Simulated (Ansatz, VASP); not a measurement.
BaTiO3: VASP beside Ansatz

The input POSCAR:

```
BaTiO3
1.0
    2.8399983238      1.6396737967      2.3313532780
   -2.8399983238      1.6396737967      2.3313532780
    0.0000000000     -3.2793475935      2.3313532780
Ba Ti O
1 1 3
Direct
   -0.0032057868     -0.0032057868     -0.0032057868
    0.4833346606      0.4833346606      0.4833346606
    0.5098255476      0.5098255476      0.0194200310
    0.0194200310      0.5098255476      0.5098255476
    0.5098255476      0.0194200310      0.5098255476
```

Contents of INCAR.step1:

```
SYSTEM = BaTiO3
PREC     = Accurate       ! precision mode
ENCUT    = 520            ! plane-wave cutoff, eV
EDIFF    = 1E-5           ! SCF threshold, eV
ISMEAR   = 0              ! smearing method
SIGMA    = 0.01           ! smearing width, eV
LREAL    = .False.        ! projectors in reciprocal space
LASPH    = .True.         ! aspherical terms in the spheres
NELM     = 100            ! most SCF steps
ALGO     = Normal         ! electronic algorithm
ISIF     = 2              ! what is computed and relaxed
LWAVE    = .True.         ! write WAVECAR
LCHARG   = .False.        ! write CHGCAR
NBANDS   = 28             ! bands
GGA      = PE             ! functional
```

Contents of INCAR.step2:

```
SYSTEM = BaTiO3
PREC     = Accurate       ! precision mode
ENCUT    = 520            ! plane-wave cutoff, eV
EDIFF    = 1E-6           ! SCF threshold, eV
ISMEAR   = 0              ! smearing method
SIGMA    = 0.01           ! smearing width, eV
LREAL    = .False.        ! projectors in reciprocal space
LASPH    = .True.         ! aspherical terms in the spheres
NELM     = 100            ! most SCF steps
ALGO     = Normal         ! electronic algorithm
ISIF     = 2              ! what is computed and relaxed
LWAVE    = .False.        ! write WAVECAR
LCHARG   = .False.        ! write CHGCAR
METAGGA  = R2SCAN         ! meta-GGA
LHFCALC  = .True.         ! exact exchange
AEXX     = 0.1            ! exact-exchange fraction
LMIXTAU  = .True.       
PRECFOCK = Fast         
NBANDS   = 28             ! bands
ISTART   = 1
```

The input KPOINTS:

```
regular mesh
0
Gamma
  4 4 4
  0 0 0
```

Input for Ansatz:

```yaml
crystal:
  lattice:
    - [2.8399983238, 1.6396737967, 2.331353278]
    - [-2.8399983238, 1.6396737967, 2.331353278]
    - [0.0, -3.2793475935, 2.331353278]
  atoms:
    - { symbol: Ba, position: [-0.0032057868, -0.0032057868, -0.0032057868] }
    - { symbol: Ti, position: [0.4833346606, 0.4833346606, 0.4833346606] }
    - { symbol: O, position: [0.5098255476, 0.5098255476, 0.019420031] }
    - { symbol: O, position: [0.019420031, 0.5098255476, 0.5098255476] }
    - { symbol: O, position: [0.5098255476, 0.019420031, 0.5098255476] }
kpoints:
  mp_grid: { grid: [4, 4, 4] }
  band_path:
    path:
      - [0.0, 0.0, 0.0]
      - [0.5, 0.5, 0.5]
      - [0.5035661184, 0.4964338816, 0.5]
      - [0.5, -0.4964338816, 0.4964338816]
      - [0.5, 0.0, 0.0]
      - [0.4982169408, -0.4982169408, 0.0]
      - [0.5017830592, 0.0, 0.4982169408]
      - [-0.052083, 0.010417, 0.010417]
      - [0.0498216941, -0.0498216941, 0.0]
    npoints: 1
hamiltonian:
  xc: r2scanh
scf:
  occupations: { method: fixed }
  n_extra_bands: 5
output:
  forces: true
  stress: true
  eigenvalues: true
  write_density: true
  write_potential: true
  elf: true
  volumetric_format: npy
```

Alike in both runs: task single point; functional r2SCANh; k mesh 4 × 4 × 4; no spin polarisation.

```csv
,VASP,Ansatz
version,VASP 6.6.1,Ansatz 0.2.0
potentials or method,"VASP PAW PBE potentials, release 64 (Ba_sv, Ti_sv, O)","plane waves, PAW"
plane-wave cutoff (eV),520,500
occupations,"gaussian, width 0.01 eV",fixed
valence electrons in the cell,40,40
```

Ansatz gave:

* gap on the k mesh at the Fermi level (eV): 3.70
* pressure (GPa): -1.5
* traceless stress, the component that is largest in VASP (GPa): 0.12
* rms of the force components (eV/Å): 0.062

Problem. Which values does VASP return?

Solution. gap on the k mesh at the Fermi level (eV): 3.69; pressure (GPa): 0.3; traceless stress, the component that is largest in VASP (GPa): 0.02; rms of the force components (eV/Å): 0.011.

VASP's potentials were made for PBE, not for r2SCANh. Atom by atom the forces differ by 0.063 eV/Å (rms over components). Ansatz's warnings: stress exchange threshold loose, stress scf threshold loose.

Neither program's run includes spin-orbit coupling.
